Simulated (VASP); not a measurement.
Set up this calculation in VASP 6.6.1, as the native input.

```
Task                   : single point
Functional             : PBEsol
Potentials or basis    : VASP PAW PBE potentials, release 64 (Ba_sv, Ti_sv, O)
Cutoff                 : 520 eV
k mesh                 : 6 × 6 × 6
Occupations            : fermi-dirac, width 0.05 eV
Spin                   : no spin polarisation
Dipole correction      : no
Further INCAR settings : ALGO = Normal; EDIFF = 1e-07; NBANDS = 28
```

The structure of BaTiO3 lies in POSCAR:

```
BaTiO3
1.0
    2.8156202556      1.6249353441      2.3073114273
   -2.8162817836      1.6253585413      2.3078204115
    0.0000357356     -3.2574060522      2.3125755604
Ba Ti O
1 1 3
Direct
    0.0017647423      1.0018826820      0.0024742386
    0.5127662982      0.5129397090      0.5142471138
    0.4902150838      0.4902025792      0.9827695555
    0.4900103699      0.9837907140      0.4896169885
    0.9839435059      0.4898843058      0.4895920937
```

The input as run:

INCAR

```
SYSTEM = BaTiO3
PREC = Accurate ; ENCUT = 520
EDIFF = 1E-7 ; ISMEAR = -1
SIGMA = 0.05 ; LREAL = .FALSE.
LASPH = .TRUE. ; NELM = 80
ALGO = Normal ; ISIF = 2
LWAVE = .FALSE. ; LCHARG = .TRUE.
GGA = PS ; LELF = .TRUE.
LVHAR = .TRUE. ; NBANDS = 28
```

KPOINTS

```
Automatic mesh
0
G
  6 6 6
  0 0 0
```

Potentials or basis: VASP PAW PBE potentials, release 64 (Ba_sv, Ti_sv, O).

Launch:

```console
$ cat potpaw_PBE.64/Ba_sv/POTCAR potpaw_PBE.64/Ti_sv/POTCAR potpaw_PBE.64/O/POTCAR > POTCAR
$ mpirun -np 1 vasp_std > vasp.out
```

It gave:

- Pressure: 2.0 GPa
- Largest force: 0.075 eV/Å
- Band gap on the k mesh: 2.26 eV, indirect (least direct gap 2.63 eV)

Caveat: the PAW data sets were made with another functional, which shifts forces and pressure a little; spin-orbit coupling is left out, which moves the levels of the heavy elements.

Run time: 2.2 min on 1 thread of Intel(R) Xeon(R) Platinum 8559C (Emerald Rapids) (shared host), peak memory 0.32 GiB.
